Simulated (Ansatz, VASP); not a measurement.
## Ag: VASP beside Ansatz

```
Ag
1.0
     2.96035    0.00000    0.00000
    -1.48017    2.56374    0.00000
     0.00000    0.00000    9.78208
Ag
4
Cartesian
  0.0000 1.7092 2.4455
  1.4802 0.8546 7.3366
  0.0000 0.0000 0.0000
  0.0000 0.0000 4.8910
```

Alike in both runs: task single point; functional PBE; k mesh 16 × 16 × 5; occupations fermi-dirac, width 0.1 eV; no spin polarisation.

|  | VASP | Ansatz |
| --- | --- | --- |
| version | VASP 6.6.1 | Ansatz 0.2.0 |
| potentials or method | VASP PAW PBE potentials, release 64 (Ag), cutoff 520 eV | plane waves (420 eV) with PAW, scalar-relativistic |
| valence electrons in the cell | 44 | 76 |

Ansatz gave:

| Quantity | Value |
| --- | --- |
| pressure (GPa) | -3.1 |
| traceless stress, the component that is largest in VASP (GPa) | -0.60 |

Task: Which values does VASP return?

Result: Pressure (GPa): -3.1; traceless stress, the component that is largest in VASP (GPa): -0.59.

The functional is the same, so the differences come from potentials, cutoffs and numerics. VASP's potentials hold 44 valence electrons a cell and Ansatz's 76, so a difference there can come from the potentials and not from the codes.
